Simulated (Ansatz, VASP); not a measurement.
# Ti in VASP and in Ansatz

```xyz
1
Lattice="0.0000 2.1924 1.9488 2.1924 0.0000 1.9488 2.1924 2.1924 0.0000" Properties=species:S:1:pos:R:3 pbc="T T T"
Ti    0.0000    0.0000    0.0000
```

Change from the starting cell: strain +0.080 along x and y, -0.040 along z, atoms carried along.

Alike in both runs: task single point; functional PBEsol; k mesh 20 × 20 × 20; occupations gaussian, width 0.15 eV; no spin polarisation.

|  | VASP | Ansatz |
| --- | --- | --- |
| version | VASP 6.6.1 | Ansatz 0.2.0 |
| potentials or method | VASP PAW PBE potentials, release 64 (Ti_sv), cutoff 520 eV | scalar-relativistic, plane waves, PAW |
| valence electrons in the cell | 12 | 12 |

```tsv
	VASP	Ansatz	Ansatz less VASP
gap on the k mesh at the Fermi level (eV)	none	none	-
pressure (GPa)	-10.9	-10.9	-0.01
traceless stress, the component that is largest in VASP (GPa)	1.98	1.97	-0.006
```

VASP's potentials were made for PBE, not for PBEsol. A gap of «none» marks a metal or a gap that the smearing closes. With one functional, cell and mesh, what is left measures potentials, basis and numerics.
